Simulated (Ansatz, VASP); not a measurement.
## One calculation of CaAs2O5, two programs

```
Ca As O
1.0
     6.33555    0.00000    0.00000
    -3.16778    5.48675    0.00000
     0.00000    0.00000    3.75970
Ca As O
1 2 5
Direct
  0.00000 0.00000 0.00000
  0.33333 0.66667 0.50000
  0.66667 0.33333 0.50000
  0.33333 0.66667 0.00000
  0.99057 0.49528 0.50000
  0.50472 0.49528 0.50000
  0.50472 0.00943 0.50000
  0.66667 0.33333 0.00000
```

Alike in both runs: functional PBE; k mesh 6 × 6 × 10; occupations gaussian, width 0.1 eV; no spin polarisation.

Ansatz relaxed the structure, and its values are those at the end. VASP's run is a single point on that final structure, the one shown.

|  | VASP | Ansatz |
| --- | --- | --- |
| version | VASP 6.6.1 | Ansatz 0.2.0 |
| potentials or method | VASP PAW PBE potentials, release 64 (Ca_sv, As, O), cutoff 520 eV | scalar-relativistic, plane waves, PAW |
| valence electrons in the cell | 50 | 70 |

VASP gave:

| Item | Value |
| --- | --- |
| gap on the k mesh at the Fermi level (eV) | none |
| pressure (GPa) | 0.6 |
| rms of the force components (eV/Å) | 0.046 |

Task: Which values does Ansatz return?

Result: gap on the k mesh at the Fermi level (eV): none; pressure (GPa): 0.0; rms of the force components (eV/Å): 0.000.

A gap of «none» marks a metal or a gap that the smearing closes. With one functional, cell and mesh, what is left measures potentials, basis and numerics. VASP's potentials hold 50 valence electrons a cell and Ansatz's 70, so a difference there can come from the potentials and not from the codes.
